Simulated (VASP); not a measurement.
Ge:

```xyz
6
Lattice="6.3215 0.0000 0.0000 0.0000 6.3215 0.0000 0.0000 0.0000 2.5054" Properties=species:S:1:pos:R:3 pbc="T T T"
Ge    3.1608    3.1608    0.0000
Ge    0.0000    0.0000    0.0000
Ge    5.4566    4.0257    0.0000
Ge    0.8649    2.2959    0.0000
Ge    4.0257    0.8649    0.0000
Ge    2.2959    5.4566    0.0000
```

The cell was generated, and may not be a known phase.

```yaml
Program: VASP 6.6.1
Task: relaxation of cell and atoms
Functional: PBE
Potentials_or_basis: VASP PAW PBE potentials, release 64 (Ge_d)
Cutoff: 600 eV
k_mesh: 4 × 4 × 6
Occupations: gaussian, width 0.1 eV
Spin: no spin polarisation
```

At the start: pressure 24.6 GPa; volume 16.69 Å³/atom.

Question: How do energy, volume and symmetry change on relaxing?

Answer: Over 8 steps the energy falls by 273.8 meV/atom and the volume is 20.96 Å³/atom (+25.6 %); space group P4/mbm (No. 127, to 0.1 Å) before and after.

Step by step:
| step | energy change (eV) | largest force (eV/Å) | pressure (GPa) | volume (Å³) |
| --- | --- | --- | --- | --- |
| 1 | 0.0000 | 0.0660 | 24.59 | 100.12 |
| 2 | -1.3051 | 0.2019 | -5.74 | 141.93 |
| 3 | -1.6269 | 0.2072 | 0.14 | 125.49 |
| 4 | -1.6272 | 0.2071 | -0.13 | 126.11 |
| 5 | -1.6372 | 0.1489 | 0.00 | 125.95 |
| 6 | -1.6397 | 0.1039 | 0.07 | 125.84 |
| 7 | -1.6398 | 0.0940 | -0.01 | 125.82 |
| 8 | -1.6427 | 0.0350 | 0.01 | 125.74 |

Final structure:
```
Ge
1.0
     6.73431    0.00000    0.00000
     0.00000    6.73431    0.00000
     0.00000    0.00000    2.77271
Ge
6
Cartesian
  3.3672 3.3672 2.7727
  0.0000 0.0000 2.7727
  5.8316 4.2699 2.7727
  0.9027 2.4644 0.0000
  4.2699 0.9027 0.0000
  2.4644 5.8316 2.7727
```

Caveat: the k points lie up to 0.38 Å⁻¹ apart in the final cell, too coarse for converged energies and pressures of a metal; the volume moved by over 15 % at a fixed basis, so the end points are rough.
